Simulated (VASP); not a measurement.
# GaAs (P6/mmm) in VASP: further runs

Runs on GaAs. Level: PBE. Tasks: single point, relaxation of cell and atoms.

Program: VASP 6.6.1. These are calculated values, not measurements. Logs are shortened: lines on timing, memory, paths and dates and some standing lists are left out, and cuts for length are marked.

## (1) The cell of the first run

The structure is hexagonal, space group P6/mmm (No. 191). The conventional cell has a = 2.956 Å, b = 2.956 Å, c = 5.124 Å, α = 90.00°, β = 90.00°, γ = 120.00°. Within 3.4 Å of Ga (site symmetry 6/mmm) lie 2 As at 2.56 Å and 6 Ga at 2.96 Å. Within 3.4 Å of As (site symmetry 6/mmm) lie 2 Ga at 2.56 Å and 6 As at 2.96 Å.

The cell was generated, and may not be a known phase.

## (2) Single point, PBE

File INCAR:

```
SYSTEM = GaAs
ALGO     = Normal         ! electronic algorithm
EDIFF    = 1E-6           ! SCF threshold, eV
ENCUT    = 520            ! plane-wave cutoff, eV
GGA      = PE             ! functional
ISIF     = 2              ! what is computed and relaxed
ISMEAR   = 0              ! smearing method
LASPH    = .True.         ! aspherical terms in the spheres
LCHARG   = .False.        ! write CHGCAR
LREAL    = .False.        ! projectors in reciprocal space
LWAVE    = .False.        ! write WAVECAR
NBANDS   = 16             ! bands
NELM     = 60             ! most SCF steps
PREC     = Accurate       ! precision mode
SIGMA    = 0.1            ! smearing width, eV
```

File KPOINTS:

```
k-points
0
Gamma
  6 6 4
  0 0 0
```

File POSCAR:

```
GaAs
1.0
    2.9556267730     -0.0000000026      0.0000000000
   -1.4778133842      2.5596478708      0.0000000000
    0.0000000000      0.0000000000      5.1241073968
Ga As
1 1
Direct
    0.0000000000      0.0000000000      0.5000000000
    0.0000000000      0.0000000000      0.0000000000
```

Potentials or basis: VASP PAW PBE potentials, release 64 (Ga_d, As).

On the command line:

```bash
> cat potpaw_PBE.64/Ga_d/POTCAR potpaw_PBE.64/As/POTCAR > POTCAR
> mpirun -np 1 vasp_std > vasp.out
```

OUTCAR:

```text
SYSTEM = GaAs
   EDIFF = 1E-6
   ENCUT = 520
   GGA = PE
   ISIF = 2
   ISMEAR = 0
   LASPH = .True.
   LREAL = .False.
   NELM = 60
   PREC = Accurate

 ion  position               nearest neighbor table
   1  0.000  0.000  0.500-   2 2.56   2 2.56
   2  0.000  0.000  0.000-   1 2.56   1 2.56

  LATTYP: Found a hexagonal cell.
 ALAT       =     2.9556267730
 C/A-ratio  =     1.7336787728

  Lattice vectors:

 A1 = (   2.9556267730,  -0.0000000026,   0.0000000000)
 A2 = (  -1.4778133842,   2.5596478708,   0.0000000000)
 A3 = (   0.0000000000,   0.0000000000,   5.1241073968)

Analysis of symmetry for initial positions (statically):
=====================================================================
 Subroutine PRICEL returns:
 Original cell was already a primitive cell.

 Routine SETGRP: Setting up the symmetry group for a
 hexagonal supercell.

 Subroutine GETGRP returns: Found 24 space group operations
 (whereof 24 operations were pure point group operations)
 out of a pool of 24 trial point group operations.

The static configuration has the point symmetry D_6h.

Analysis of symmetry for dynamics (positions and initial velocities):
=====================================================================
 Subroutine PRICEL returns:
 Original cell was already a primitive cell.

 Routine SETGRP: Setting up the symmetry group for a
 hexagonal supercell.

 Subroutine GETGRP returns: Found 24 space group operations
 (whereof 24 operations were pure point group operations)
 out of a pool of 24 trial point group operations.

The dynamic configuration has the point symmetry D_6h.

 Subroutine INISYM returns: Found 24 space group operations
 (whereof 24 operations are pure point group operations),
 and found     1 'primitive' translations

----------------------------------------------------------------------------------------

                                     Primitive cell

  volume of cell :      38.7657

  direct lattice vectors                    reciprocal lattice vectors
     2.955626773 -0.000000003  0.000000000     0.338337712  0.195339369  0.000000000
    -1.477813384  2.559647871  0.000000000     0.000000000  0.390678738  0.000000000
     0.000000000  0.000000000  5.124107397     0.000000000  0.000000000  0.195155941

  length of vectors
[... 68 lines left out ...]
 SYSTEM =  GaAs
   PREC   = accura    normal or accurate (medium, high low for compatibility)
   ISTART =      0    job   : 0-new  1-cont  2-samecut
   ICHARG =      2    charge: 1-file 2-atom 10-const
   ISPIN  =      1    spin polarized calculation?
   LNONCOLLINEAR =      F non collinear calculations
   LSORBIT =      F    spin-orbit coupling
   LASPH  =      T    aspherical Exc in radial PAW
   ENCUT  =  520.0 eV  38.22 Ry    6.18 a.u.   5.50  5.50  9.53*2*pi/ulx,y,z
   NELM   =     60;   NELMIN=  2; NELMDL= -5     # of ELM steps
   EDIFF  = 0.1E-05   stopping-criterion for ELM
   LREAL  =      F    real-space projection
[... 7 lines left out ...]
   TEBEG  =    0.0;   TEEND  =   0.0 temperature during run
   PSTRESS=    0.0 pullay stress
   NELECT =      18.0000    total number of electrons
   NUPDOWN=      -1.0000    fix difference up-down
   EMIN   =  10.00;   EMAX   =-10.00  energy-range for DOS
   EFERMI =   0.00;   METHOD = LEGACY
   ISMEAR =     0;   SIGMA  =   0.10  broadening in eV -4-tet -1-fermi 0-gaus
   EFERMI_NEDOS =   21; number of points for ismear=-14 and -15
   IALGO  =     38    algorithm
   IMIX   =      4    mixing-type and parameters
     AMIX     =   0.40;   BMIX     =  1.00
     AMIX_MAG =   1.60;   BMIX_MAG =  1.00
  volume/ion in A,a.u.               =      19.38       130.80
  Fermi-wavevector in a.u.,A,eV,Ry     =   1.267700  2.395605 21.865406  1.607062
  Thomas-Fermi vector in A             =   2.400834
   LORBIT       =      0    0 simple, 1 ext, 2 COOP (PROOUT), +10 PAW based schemes
   GGA     = PE    functional components
   LHFCALC =     F    Hartree Fock is set to
   AEXX    =    0.0000 exact exchange contribution
   IVDW    =     0    specifies the selected vdW correction
   LEPSILON=     F    determine dielectric tensor
   LRPA    =     F    only Hartree local field effects (RPA)
 non-spin polarized calculation
 Gauss-broadening in eV      SIGMA  =   0.10
  energy-cutoff  :      520.00
  volume of cell :       38.77
 maximum number of plane-waves:      1080
 NGX is ok and might be reduce to    24
   NGX = 11   NGY = 11   NGZ = 19

 number of electron      18.0000015 magnetization

 Free energy of the ion-electron system (eV)
  ---------------------------------------------------
  ext. energy  EPLUGINS =         0.00000000
  ---------------------------------------------------
  free energy    TOTEN  =        -7.24474839 eV

  energy without entropy =       -7.24100416  energy(sigma->0) =       -7.24287627

 E-fermi :   5.4719     XC(G=0): -10.7209

 val. band max:        5.3053910906   @ k =   0.3333   0.1667   0.2500
 cond. band min:       5.5353136914   @ k =   0.3333   0.1667   0.5000
 fundamental gap:      0.2299226008
 Fermi energy:         5.4718990270

 k-point     1 :       0.0000    0.0000    0.0000
  band No.  band energies     occupation
      1      -9.6197      2.00000
      2      -9.4191      2.00000
      3      -9.4191      2.00000
      4      -9.2788      2.00000
      5      -9.2788      2.00000
      6      -8.0003      2.00000
[... 376 lines left out ...]
      3      -9.3694      2.00000
      4      -9.3456      2.00000
      5      -9.3456      2.00000
      6      -3.3877      2.00000
[... 8 lines left out ...]
     15      16.1260      0.00000
     16      16.6856      0.00000

------------------------ aborting loop because EDIFF is reached ----------------------------------------

  FORCE on cell =-STRESS in cart. coord.  units (eV):
  Direction    XX          YY          ZZ          XY          YZ          ZX
  --------------------------------------------------------------------------------------
  -------------------------------------------------------------------------------------
  Total        0.0157663      0.0157663      0.0628899      0.0000000     -0.0000000      0.0000000
  in kB        0.6516185      0.6516185      2.5992241      0.0000000     -0.0000000      0.0000000
  external PRESSURE =       1.3008203 kB  Pullay stress =       0.0000000 kB

 VOLUME and BASIS-vectors are now :
 -----------------------------------------------------------------------------
  energy-cutoff  :      520.00
  volume of cell :       38.77
      direct lattice vectors                 reciprocal lattice vectors
     2.955626773 -0.000000003  0.000000000     0.338337712  0.195339369  0.000000000
    -1.477813384  2.559647871  0.000000000     0.000000000  0.390678738  0.000000000
     0.000000000  0.000000000  5.124107397     0.000000000  0.000000000  0.195155941

 POSITION                                       TOTAL-FORCE (eV/Angst)
 -----------------------------------------------------------------------------------
      0.00000      0.00000      2.56205         0.000000      0.000000      0.000000
      0.00000      0.00000      0.00000        -0.000000      0.000000      0.000000
 -----------------------------------------------------------------------------------
    total drift:                                0.000000     -0.000000     -0.000000

  FREE ENERGIE OF THE ION-ELECTRON SYSTEM (eV)
  ---------------------------------------------------
  free  energy   TOTEN  =        -7.2447483852 eV

  energy  without entropy=       -7.2410041591  energy(sigma->0) =       -7.24287627
```

It took 6.3 s on 1 thread of Intel Xeon Platinum 8488C (Sapphire Rapids), shared host; peak memory 0.16 GiB.

Results:

```yaml
Free_energy: -7.2447 eV
Pressure: 0.1 GPa
Band_gap_on_the_k_mesh: zero (bands 9 and 10 overlap by 6.44 eV)
```

Stress tensor (GPa, compression positive):
```
0.07 0.00 0.00
0.00 0.07 0.00
0.00 0.00 0.26
```

Levels at points of the mesh, in eV from the Fermi level:
| k point | band 6 | band 7 | band 8 | band 9 | band 10 | band 11 | band 12 | band 13 |
| --- | --- | --- | --- | --- | --- | --- | --- | --- |
| (0.00, 0.00, 0.00) | -13.47 | -7.25 | -5.59 | 5.52 | 5.52 | 8.80 | 10.89 | 12.35 |
| (0.50, 0.00, 0.00) | -9.69 | -5.56 | -2.33 | -2.11 | -0.92 | 2.45 | 4.01 | 7.37 |
| (0.00, 0.00, 0.50) | -13.22 | -9.69 | 0.20 | 1.34 | 5.76 | 5.76 | 11.06 | 11.06 |
| (0.50, 0.00, 0.50) | -9.57 | -5.03 | -4.98 | -2.59 | 2.77 | 3.88 | 5.41 | 6.89 |

Caveat: the k points lie up to 0.41 Å⁻¹ apart, too coarse for converged energies and pressures of a metal.

(Part 1 of 2 ends here.)

The gap in the log of VASP goes by the Fermi energy; the results here count the filled bands.